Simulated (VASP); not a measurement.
A run of VASP 6.6.1:

INCAR

```
  PREC = Accurate
  ENCUT = 520
  EDIFF = 1E-6
  ISMEAR = -1
  SIGMA = 0.06122561905347299
  LREAL = F
  LASPH = T
  NELM = 100
  ALGO = Normal
  ISIF = 2
  LWAVE = F
  LCHARG = T
  GGA = PE
  LELF = T
  LVHAR = T
  NBANDS = 10
```

KPOINTS

```
Automatic mesh
0
Gamma
  19 19 19
```

Contents of POSCAR:

```
Fe
1.0
   -1.3610959496      1.3610959496      1.3610959496
    1.3610959496     -1.3610959496      1.3610959496
    1.3610959496      1.3610959496     -1.3610959496
Fe
1
Direct
    0.0000000000      0.0000000000      0.0000000000
```

Potentials or basis: VASP PAW PBE potentials, release 64 (Fe).

Command:

```console
$ cat potpaw_PBE.64/Fe/POTCAR > POTCAR
$ mpirun -np 1 vasp_std > vasp.out
```

Hardware: 1 thread of Intel(R) Xeon(R) Platinum 8259CL CPU @ 2.50GHz (Skylake/Cascade Lake) (shared host).

**Question.** How long does it take, and how much memory?

**Answer.** Wall time 34 s on 1 thread of Intel(R) Xeon(R) Platinum 8259CL CPU @ 2.50GHz (Skylake/Cascade Lake) (shared host), peak memory 0.13 GiB. Counts: scf iterations 12, k points 220.
